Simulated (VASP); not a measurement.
# LiB8 (P6/mmm) in VASP: a series of runs

The runs below take LiB8 through single point, relaxation of cell and atoms, with PBE+D3(BJ).

All numbers are computed with VASP 6.6.1; they aren't measurements. Logs are shortened: lines on timing, memory, paths and dates and some standing lists are left out, and cuts for length are marked.

## 1. The cell of the first run

The structure is hexagonal, space group P6/mmm (No. 191). Conventional cell: a = 5.829 Å, b = 5.829 Å, c = 1.960 Å, α = 90.00°, β = 90.00°, γ = 120.00°. Li (site symmetry 6/mmm) has 2 Li at 1.96 Å and 12 B at 2.08 Å within 2.6 Å. B (site symmetry mm2) has 6 B at 1.82 to 1.96 Å and 2 Li at 2.08 Å within 2.4 Å. Within 2.4 Å of B (site symmetry -6m2) lie 8 B at 1.82 to 1.96 Å.

## 2. Single point, PBE+D3(BJ)

Contents of INCAR:

```
SYSTEM = LiB8
PREC = Accurate ; ENCUT = 520
EDIFF = 1E-6 ; ISMEAR = 0
SIGMA = 0.1 ; LREAL = .FALSE.
LASPH = .TRUE. ; NELM = 100
ALGO = Normal ; ISIF = 2
LWAVE = .FALSE. ; LCHARG = .FALSE.
GGA = PE ; IVDW = 12
NBANDS = 24
```

Contents of KPOINTS:

```
regular mesh
0
G
  9 9 18
  0 0 0
```

Contents of POSCAR:

```
LiB8
1.0
    5.8288788071      0.0000000000      0.0000000000
   -2.9144394036      5.0479571226      0.0000000000
    0.0000000000      0.0000000000      1.9599613433
Li B
1 8
Direct
    0.0000000000      0.0000000000      0.5000000000
    0.6360694990      0.8180347495      0.0000000000
    0.6666666667      0.3333333333      0.5000000000
    0.1819652505      0.8180347495      0.0000000000
    0.1819652505      0.3639305010      0.0000000000
    0.8180347495      0.6360694990      0.0000000000
    0.8180347495      0.1819652505      0.0000000000
    0.3333333333      0.6666666667      0.5000000000
    0.3639305010      0.1819652505      0.0000000000
```

Potentials or basis: VASP PAW PBE potentials, release 64 (Li_sv, B).

On the command line:

```
> cat potpaw_PBE.64/Li_sv/POTCAR potpaw_PBE.64/B/POTCAR > POTCAR
> mpirun -np 1 vasp_std > vasp.out
```

OUTCAR:

```text
SYSTEM = LiB8
   PREC = Accurate
   ENCUT = 520
   EDIFF = 1E-6
   ISMEAR = 0
   LREAL = .FALSE.
   LASPH = .TRUE.
   NELM = 100
   ISIF = 2
   GGA = PE
   IVDW = 12
 IVDW          = 12

 ion  position               nearest neighbor table
   1  0.000  0.000  0.500-   2 2.08   9 2.08   2 2.08   9 2.08   7 2.08   4 2.08   7 2.08   4 2.08
                             5 2.08   6 2.08   5 2.08   6 2.08
   2  0.636  0.818  0.000-   8 1.82   8 1.82   6 1.84   7 1.84   1 2.08   1 2.08
   3  0.667  0.333  0.500-   7 1.82   7 1.82   9 1.82   9 1.82   6 1.82   6 1.82
   4  0.182  0.818  0.000-   8 1.82   8 1.82   6 1.84   9 1.84   1 2.08   1 2.08
   5  0.182  0.364  0.000-   8 1.82   8 1.82   7 1.84   9 1.84   1 2.08   1 2.08
   6  0.818  0.636  0.000-   3 1.82   3 1.82   4 1.84   2 1.84   1 2.08   1 2.08
   7  0.818  0.182  0.000-   3 1.82   3 1.82   5 1.84   2 1.84   1 2.08   1 2.08
   8  0.333  0.667  0.500-   4 1.82   4 1.82   2 1.82   2 1.82   5 1.82   5 1.82
   9  0.364  0.182  0.000-   3 1.82   3 1.82   5 1.84   4 1.84   1 2.08   1 2.08

  LATTYP: Found a hexagonal cell.
 ALAT       =     5.8288788071
 C/A-ratio  =     0.3362501449

  Lattice vectors:

 A1 = (   5.8288788071,   0.0000000000,   0.0000000000)
 A2 = (  -2.9144394036,   5.0479571226,   0.0000000000)
 A3 = (   0.0000000000,   0.0000000000,   1.9599613433)

Analysis of symmetry for initial positions (statically):
=====================================================================
 Subroutine PRICEL returns:
 Original cell was already a primitive cell.

 Routine SETGRP: Setting up the symmetry group for a
 hexagonal supercell.

 Subroutine GETGRP returns: Found 24 space group operations
 (whereof 24 operations were pure point group operations)
 out of a pool of 24 trial point group operations.

The static configuration has the point symmetry D_6h.

Analysis of symmetry for dynamics (positions and initial velocities):
=====================================================================
 Subroutine PRICEL returns:
 Original cell was already a primitive cell.

 Routine SETGRP: Setting up the symmetry group for a
 hexagonal supercell.

 Subroutine GETGRP returns: Found 24 space group operations
 (whereof 24 operations were pure point group operations)
 out of a pool of 24 trial point group operations.

The dynamic configuration has the point symmetry D_6h.

 Subroutine INISYM returns: Found 24 space group operations
 (whereof 24 operations are pure point group operations),
 and found     1 'primitive' translations

----------------------------------------------------------------------------------------

                                     Primitive cell

  volume of cell :      57.6698

  direct lattice vectors                    reciprocal lattice vectors
     5.828878807  0.000000000  0.000000000     0.171559580  0.099049970  0.000000000
    -2.914439404  5.047957123  0.000000000     0.000000000  0.198099939  0.000000000
     0.000000000  0.000000000  1.959961343     0.000000000  0.000000000  0.510214144

  length of vectors
     5.828878807  5.828878807  1.959961343     0.198099939  0.198099939  0.510214144

  position of ions in fractional coordinates (direct lattice)
     0.000000000  0.000000000  0.500000000
     0.636069499  0.818034750  0.000000000
     0.666666667  0.333333333  0.500000000
     0.181965250  0.818034750  0.000000000
     0.181965250  0.363930501  0.000000000
     0.818034750  0.636069499  0.000000000
     0.818034750  0.181965250  0.000000000
     0.333333333  0.666666667  0.500000000
     0.363930501  0.181965250  0.000000000

  ion indices of the primitive-cell ions
   primitive index   ion index
                 1           1
                 2           2
                 3           3
                 4           4
                 5           5
                 6           6
                 7           7
                 8           8
                 9           9

----------------------------------------------------------------------------------------

 KPOINTS: regular mesh

Automatic generation of k-mesh.
 Grid dimensions read from file:
 generate k-points for:    9    9   18

 Generating k-lattice:

  Cartesian coordinates                     Fractional coordinates (reciprocal lattice)
     0.019062176  0.011005552  0.000000000     0.111111111 -0.000000000  0.000000000
     0.000000000  0.022011104  0.000000000     0.000000000  0.111111111  0.000000000
     0.000000000  0.000000000  0.028345230     0.000000000  0.000000000  0.055555556

  Length of vectors
     0.022011104  0.022011104  0.028345230

  Shift w.r.t. Gamma in fractional coordinates (k-lattice)
     0.000000000  0.000000000  0.000000000

 Subroutine IBZKPT returns following result:
 ===========================================

 Found    120 irreducible k-points:

 Following reciprocal coordinates:
            Coordinates               Weight
  0.000000  0.000000  0.000000      1.000000
[... 97 lines left out ...]
      1     -38.1967      2.00000
      2      -8.5170      2.00000
      3      -5.8589      2.00000
      4      -4.3366      2.00000
      5      -4.2847      2.00000
      6      -3.0735      2.00000
[... 16 lines left out ...]
     23      21.1272      0.00000
     24      21.2424      0.00000

 k-point     3 :       0.2222    0.0000    0.0000
  band No.  band energies     occupation
      1     -38.1967      2.00000
      2      -8.3812      2.00000
      3      -6.2649      2.00000
      4      -4.6051      2.00000
      5      -4.5841      2.00000
      6      -2.4681      2.00000
[... 16 lines left out ...]
     23      20.8697      0.00000
     24      20.9777      0.00000

 k-point     4 :       0.3333    0.0000    0.0000
  band No.  band energies     occupation
      1     -38.1967      2.00000
      2      -8.1676      2.00000
      3      -6.7425      2.00000
      4      -4.7999      2.00000
      5      -4.7531      2.00000
      6      -2.0126      2.00000
[... 16 lines left out ...]
     23      19.4255      0.00000
     24      19.4438      0.00000

 k-point     5 :       0.4444    0.0000    0.0000
  band No.  band energies     occupation
      1     -38.1967      2.00000
      2      -7.9339      2.00000
      3      -7.1273      2.00000
      4      -4.9102      2.00000
      5      -4.8200      2.00000
      6      -1.7501      2.00000
[... 16 lines left out ...]
     23      18.0812      0.00000
     24      18.5389      0.00000

 k-point     6 :       0.1111    0.1111    0.0000
  band No.  band energies     occupation
      1     -38.1967      2.00000
      2      -8.4259      2.00000
      3      -6.1360      2.00000
      4      -4.7496      2.00000
      5      -4.2567      2.00000
      6      -2.9203      2.00000
[... 16 lines left out ...]
     23      20.9119      0.00000
     24      21.1970      0.00000
[... 379 lines left out ...]
 k-point    21 :       0.4444    0.1111    0.0556
  band No.  band energies     occupation
      1     -38.1840      2.00000
      2      -7.7520      2.00000
      3      -7.1355      2.00000
      4      -5.2661      2.00000
      5      -4.2090      2.00000
      6      -2.0202      2.00000
[... 16 lines left out ...]
     23      18.0716      0.00000
     24      18.3681      0.00000

 k-point    22 :       0.2222    0.2222    0.0556
  band No.  band energies     occupation
      1     -38.1840      2.00000
      2      -7.9466      2.00000
      3      -6.8267      2.00000
      4      -5.3716      2.00000
      5      -3.8205      2.00000
      6      -2.6198      2.00000
[... 16 lines left out ...]
     23      18.3104      0.00000
     24      19.6390      0.00000

 k-point    23 :       0.3333    0.2222    0.0556
  band No.  band energies     occupation
      1     -38.1840      2.00000
      2      -7.6966      2.00000
      3      -7.1630      2.00000
      4      -5.5539      2.00000
      5      -3.6275      2.00000
      6      -2.5839      2.00000
[... 16 lines left out ...]
     23      18.1116      0.00000
     24      18.9838      0.00000

 k-point    24 :       0.3333    0.3333    0.0556
  band No.  band energies     occupation
      1     -38.1840      2.00000
      2      -7.4349      2.00000
      3      -7.4349      2.00000
      4      -5.6783      2.00000
      5      -3.0670      2.00000
      6      -3.0670      2.00000
[... 16 lines left out ...]
     23      18.6419      0.00000
     24      18.6419      0.00000

 [... further k-points ...]

------------------------ aborting loop because EDIFF is reached ----------------------------------------

 Edisp (eV)   -2.30000

 E8    (eV) :    -0.7946

  FORCE on cell =-STRESS in cart. coord.  units (eV):
  Direction    XX          YY          ZZ          XY          YZ          ZX
  --------------------------------------------------------------------------------------
  -------------------------------------------------------------------------------------
  Total       0.11028     0.11028     0.08258    -0.00000     0.00000     0.00000
  in kB       3.06389     3.06389     2.29420    -0.00000     0.00000     0.00000
  external pressure =        2.81 kB  Pullay stress =        0.00 kB

 VOLUME and BASIS-vectors are now :
 -----------------------------------------------------------------------------
  energy-cutoff  :      520.00
  volume of cell :       57.67
      direct lattice vectors                 reciprocal lattice vectors
     5.828878807  0.000000000  0.000000000     0.171559580  0.099049970  0.000000000
    -2.914439404  5.047957123  0.000000000     0.000000000  0.198099939  0.000000000
     0.000000000  0.000000000  1.959961343     0.000000000  0.000000000  0.510214144

 POSITION                                       TOTAL-FORCE (eV/Angst)
 -----------------------------------------------------------------------------------
      0.00000      0.00000      0.97998         0.000000      0.000000      0.000000
      1.32346      4.12940      0.00000        -0.019734     -0.011393     -0.000000
      2.91444      1.68265      0.97998         0.000000      0.000000      0.000000
     -1.32346      4.12940      0.00000         0.019734     -0.011393     -0.000000
     -0.00000      1.83711      0.00000        -0.000000      0.022787      0.000000
      2.91444      3.21085      0.00000         0.000000     -0.022787     -0.000000
      4.23790      0.91855      0.00000        -0.019734      0.011393      0.000000
     -0.00000      3.36530      0.97998         0.000000      0.000000      0.000000
      1.59098      0.91855      0.00000         0.019734      0.011393     -0.000000
 -----------------------------------------------------------------------------------
    total drift:                               -0.000000      0.000000     -0.000000

  FREE ENERGIE OF THE ION-ELECTRON SYSTEM (eV)
  ---------------------------------------------------
  free  energy   TOTEN  =       -54.4315401080 eV

  energy  without entropy=      -54.4273938794  energy(sigma->0) =      -54.42946699
```

Run time: 2 min. Hardware: 1 thread of AMD EPYC 7R13 (Zen 3), shared host; peak memory 0.24 GiB.

Results:

| Item | Value |
| --- | --- |
| Free energy | -54.4315 eV |
| Largest force | 0.023 eV/Å |
| Dispersion energy per atom | -0.256 eV |

Forces in eV/Å, atoms in the order of the input:
```
Li   0.000  0.000  0.000
B   -0.020 -0.011  0.000
B    0.000  0.000  0.000
B    0.020 -0.011  0.000
B    0.000  0.023  0.000
B    0.000 -0.023  0.000
B   -0.020  0.011  0.000
B    0.000  0.000  0.000
B    0.020  0.011  0.000
```

Caveat: the cutoff is under 1.25 times the usual one of these potentials, so pressure, stress and relaxed cells hold a basis-set (Pulay) error; pairwise dispersion overbinds metals, which lowers pressure and volume.

## 3. Relaxation of cell and atoms, PBE+D3(BJ)

This run uses another cell than the first one, of 6.43 Å³/atom, 1.003 times its volume.

Contents of INCAR:

```
SYSTEM = LiB8
PREC = Accurate ; ENCUT = 600
EDIFF = 1E-7 ; ISMEAR = 0
SIGMA = 0.1 ; LREAL = .False.
LASPH = .True. ; NELM = 100
ALGO = Normal ; ISIF = 3
LWAVE = .False. ; LCHARG = .False.
GGA = PE ; IVDW = 12
IBRION = 2 ; NSW = 100
EDIFFG = -0.01
```

Contents of KPOINTS:

```
regular mesh
0
Gamma
  9 9 18
  0 0 0
```

Contents of POSCAR:

```
LiB8
1.0
    5.8013791619      0.0000000000      0.0000000000
   -2.9006895810      5.0241417312      0.0000000000
    0.0000000000      0.0000000000      1.9845224411
Li B
1 8
Direct
    0.0000000000      0.0000000000      0.5000000000
    0.6334472891      0.8167236446      0.0000000000
    0.6666666667      0.3333333333      0.5000000000
    0.1832763554      0.8167236446      0.0000000000
    0.1832763554      0.3665527109      0.0000000000
    0.8167236446      0.6334472891      0.0000000000
    0.8167236446      0.1832763554      0.0000000000
    0.3333333333      0.6666666667      0.5000000000
    0.3665527109      0.1832763554      0.0000000000
```

Potentials or basis: VASP PAW PBE potentials, release 64 (Li_sv, B).

On the command line:

```
> cat potpaw_PBE.64/Li_sv/POTCAR potpaw_PBE.64/B/POTCAR > POTCAR
> mpirun -np 1 vasp_std > vasp.out
```

Run time: 11 min. Hardware: 1 thread of AMD EPYC 7R13 (Zen 3), shared host; peak memory 0.24 GiB.

Results (log left out):

```
Free energy                            : -54.4417 eV
Relaxed volume                         : 6.41 Å³/atom
Relaxed cell                           : a = 5.829 Å, b = 5.829 Å, c = 1.960 Å, α = 90.00°, β = 90.00°, γ = 120.00°
Space group after relaxing (to 0.05 Å) : P6/mmm (No. 191)
Energy gained by relaxing              : 2.7 meV/atom
Ionic steps                            : 5
Pressure after relaxing                : 0.1 GPa
Largest force after relaxing           : 0.003 eV/Å
Dispersion energy per atom             : -0.255 eV
```

Forces on the atoms (eV/Å):
```
Li   0.000  0.000  0.000
B   -0.003 -0.002  0.000
B    0.000  0.000  0.000
B    0.003 -0.002  0.000
B    0.000  0.003  0.000
B    0.000 -0.003  0.000
B   -0.003  0.002  0.000
B    0.000  0.000  0.000
B    0.003  0.002  0.000
```

Stress tensor (GPa, compression positive):
```
0.19 0.00 0.00
0.00 0.19 0.00
0.00 0.00 0.04
```

Step by step:
```csv
step,energy change (eV),largest force (eV/Å),pressure (GPa),volume (Å³)
1,0.0000,0.2087,-0.10,57.84
2,-0.0236,0.0429,-0.32,57.80
3,-0.0241,0.0100,-0.33,57.80
4,-0.0241,0.0143,-0.33,57.80
5,-0.0242,0.0033,0.14,57.68
```

Final structure:
```
Li B
1.0
     5.82883    0.00000    0.00000
    -2.91441    5.04791    0.00000
     0.00000    0.00000    1.96046
Li B
1 8
Direct
  0.00000 0.00000 0.50000
  0.63590 0.81795 0.00000
  0.66667 0.33333 0.50000
  0.18205 0.81795 0.00000
  0.18205 0.36410 0.00000
  0.81795 0.63590 0.00000
  0.81795 0.18205 0.00000
  0.33333 0.66667 0.50000
  0.36410 0.18205 0.00000
```

Levels at points of the mesh, in eV from the Fermi level:
| k point | band 10 | band 11 | band 12 | band 13 | band 14 | band 15 | band 16 | band 17 |
| --- | --- | --- | --- | --- | --- | --- | --- | --- |
| (0.00, 0.00, 0.00) | -5.30 | -3.74 | -1.71 | -1.71 | 2.18 | 2.18 | 4.41 | 4.41 |
| (0.00, 0.00, 0.50) | -4.46 | -2.66 | -2.66 | -2.38 | -2.38 | 1.31 | 2.53 | 3.39 |

Caveat: the cutoff is under 1.25 times the usual one of these potentials, so pressure, stress and relaxed cells hold a basis-set (Pulay) error; pairwise dispersion overbinds metals, which lowers pressure and volume.

## 4. Single point, PBE+D3(BJ)

This run uses another cell than the first one, of 6.43 Å³/atom, 1.003 times its volume.

Contents of INCAR:

```
PREC = Accurate ; ENCUT = 520
EDIFF = 1E-6 ; ISMEAR = 0
SIGMA = 0.1 ; LREAL = F
LASPH = T ; NELM = 100
ALGO = Normal ; ISIF = 2
LWAVE = F ; LCHARG = T
GGA = PE ; IVDW = 12
LELF = T ; LVHAR = T
NBANDS = 24
```

Contents of KPOINTS:

```
Automatic mesh
0
Gamma
  3 3 6
```

Contents of POSCAR:

```
LiB8
1.0
    5.8013791619      0.0000000000      0.0000000000
   -2.9006895810      5.0241417312      0.0000000000
    0.0000000000      0.0000000000      1.9845224411
Li B
1 8
Direct
    0.0000000000      0.0000000000      0.5000000000
    0.6334472891      0.8167236446      1.0000166360
    0.6666666667      0.3333333333      0.4999629272
    0.1832763554      0.8167236446      1.0000166360
    0.1832763554      0.3665527109      1.0000166360
    0.8167236446      0.6334472891     -0.0000166360
    0.8167236446      0.1832763554     -0.0000166360
    0.3333333333      0.6666666667      0.5000370728
    0.3665527109      0.1832763554     -0.0000166360
```

On the command line:

```
> cat potpaw_PBE.64/Li_sv/POTCAR potpaw_PBE.64/B/POTCAR > POTCAR
> mpirun -np 1 vasp_std > vasp.out
```

It took 53 s on 1 thread of AMD EPYC 7R13 (Zen 3), shared host; peak memory 0.15 GiB.

It converged, with:

```
Free energy                : -54.5473 eV
Largest force              : 0.031 eV/Å
Dispersion energy per atom : -0.255 eV
```

Forces in eV/Å, atoms in the order of the input:
```
Li   0.000  0.000  0.000
B   -0.027 -0.016  0.000
B    0.000  0.000  0.001
B    0.027 -0.016  0.000
B    0.000  0.031  0.000
B    0.000 -0.031  0.000
B   -0.027  0.016  0.000
B    0.000  0.000 -0.001
B    0.027  0.016  0.000
```

Levels at points of the mesh, in eV from the Fermi level:
| k point | band 11 | band 12 | band 13 | band 14 | band 15 | band 16 |
| --- | --- | --- | --- | --- | --- | --- |
| (0.00, 0.00, 0.00) | -3.31 | -1.22 | -1.22 | 2.59 | 2.59 | 4.86 |
| (0.00, 0.00, 0.50) | -2.57 | -2.57 | -2.33 | -2.33 | 1.50 | 2.87 |

Caveat: the k points lie up to 0.53 Å⁻¹ apart; the cutoff is under 1.25 times the usual one of these potentials, so pressure, stress and relaxed cells hold a basis-set (Pulay) error; pairwise dispersion overbinds metals, which lowers pressure and volume.

## 5. The runs side by side

```csv
task,cell,k mesh,cutoff (eV),gap on the mesh (eV),largest force (eV/Å)
single point,"a = 5.829, b = 5.829, c = 1.960 Å, angles 90.0, 90.0, 120.0°, 9 atoms",9 × 9 × 18,520,none,0.02
relaxation of cell and atoms,"relaxed from a = 5.801, b = 5.801, c = 1.985 Å, angles 90.0, 90.0, 120.0°, 9 atoms",9 × 9 × 18,600,none,-
single point,"a = 5.801, b = 5.801, c = 1.985 Å, angles 90.0, 90.0, 120.0°, 9 atoms",3 × 3 × 6,520,none,0.03
```

Alike in all rows: level PBE+D3(BJ); potentials or basis VASP PAW PBE potentials, release 64 (Li_sv, B); no spin polarisation; smearing gaussian 0.1 eV.

Caveats: some runs use coarse meshes; the cutoff is under 1.25 times the usual one of these potentials, so pressure, stress and relaxed cells hold a basis-set (Pulay) error; pairwise dispersion overbinds metals, which lowers pressure and volume.

Total energies depend on the potentials used, so only differences within one code and one set of settings carry meaning.
